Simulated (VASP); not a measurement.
## BN: single point with r2SCAN

Crystal: BN.

```
B N
1.0
    -0.02328    1.72255    1.72255
     1.72255   -0.02328    1.72255
     1.72255    1.72255   -0.02328
B N
1 1
Direct
  0.00000 0.00000 0.00000
  0.50000 0.50000 0.50000
```

This cell differs from its parent crystal: strain along [111] -2.0%.

| Quantity | Value |
| --- | --- |
| Program | VASP 6.6.1 |
| Task | single point |
| Functional | r2SCAN |
| Potentials or basis | VASP PAW PBE potentials, release 64 (B, N) |
| Cutoff | 520 eV |
| k mesh | 12 × 12 × 12 |
| Occupations | gaussian, width 0.01 eV |
| Spin | no spin polarisation |

| Property | Result |
| --- | --- |
| Pressure | 9.0 GPa |
| Band gap on the k mesh | 1.37 eV (least direct gap 6.41 eV) |

Stress tensor (GPa, compression positive):
```
9.01 9.16 9.16
9.16 9.01 9.16
9.16 9.16 9.01
```

Levels at points of the mesh, in eV from the valence-band top:
| k point | band 1 | band 2 | band 3 | band 4 | band 5 | band 6 | band 7 | band 8 |
| --- | --- | --- | --- | --- | --- | --- | --- | --- |
| (0.00, 0.00, 0.00) | -24.12 | -1.21 | -1.21 | -0.72 | 10.12 | 13.16 | 13.32 | 13.32 |
| (0.50, 0.00, 0.00) | -18.71 | -13.56 | -0.90 | -0.71 | 5.70 | 5.89 | 8.19 | 15.01 |
| (0.50, 0.50, 0.00) | -15.72 | -12.70 | -6.35 | -5.92 | 1.37 | 9.46 | 15.97 | 16.10 |
| (0.50, 0.50, 0.50) | -18.46 | -13.29 | -1.07 | -1.07 | 5.43 | 5.43 | 7.59 | 14.76 |

Run time: 64 s on 1 thread of Intel(R) Xeon(R) Platinum 8259CL CPU @ 2.50GHz (Skylake/Cascade Lake) (shared host), peak memory 0.13 GiB.

Caveat: the cell differs from its parent crystal (strain along [111] -2.0%); the cell stands under pressure; the PAW data sets were made with another functional, which shifts forces and pressure a little. A k mesh can miss the band edges.
